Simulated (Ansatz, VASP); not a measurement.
# Al7Ni6 in VASP and in Ansatz

```
Al Ni
1.0
     4.04771    0.00000    0.00000
    -2.02386    3.50542    0.00000
     0.00000    0.00000   24.91483
Al Ni
7 6
Direct
  0.66667 0.33333 0.30103
  0.33333 0.66667 0.36735
  0.00000 0.00000 0.43368
  0.66667 0.33333 0.50000
  0.33333 0.66667 0.56632
  0.00000 0.00000 0.63265
  0.66667 0.33333 0.69897
  0.00000 0.00000 0.33419
  0.66667 0.33333 0.40051
  0.33333 0.66667 0.46684
  0.00000 0.00000 0.53316
  0.66667 0.33333 0.59949
  0.33333 0.66667 0.66581
```

Alike in both runs: task single point; functional PBEsol; k mesh 9 × 9 × 1; occupations gaussian, width 0.1 eV; no spin polarisation.

|  | VASP | Ansatz |
| --- | --- | --- |
| version | VASP 6.6.1 | Ansatz 0.2.0 |
| potentials or method | VASP PAW PBE potentials, release 64 (Al, Ni), cutoff 520 eV | scalar-relativistic, plane waves, PAW |
| valence electrons in the cell | 81 | 129 |

|  | VASP | Ansatz | Ansatz less VASP |
| --- | --- | --- | --- |
| gap on the k mesh at the Fermi level (eV) | none | none | - |
| rms of the force components (eV/Å) | 0.164 | 0.168 | +0.0036 |

VASP's potentials were made for PBE, not for PBEsol. A gap of «none» marks a metal or a gap that the smearing closes. With one functional, cell and mesh, what is left measures potentials, basis and numerics. VASP's potentials hold 81 valence electrons a cell and Ansatz's 129, so a difference there can come from the potentials and not from the codes. Ansatz's warnings: xc potential rough in thin density.
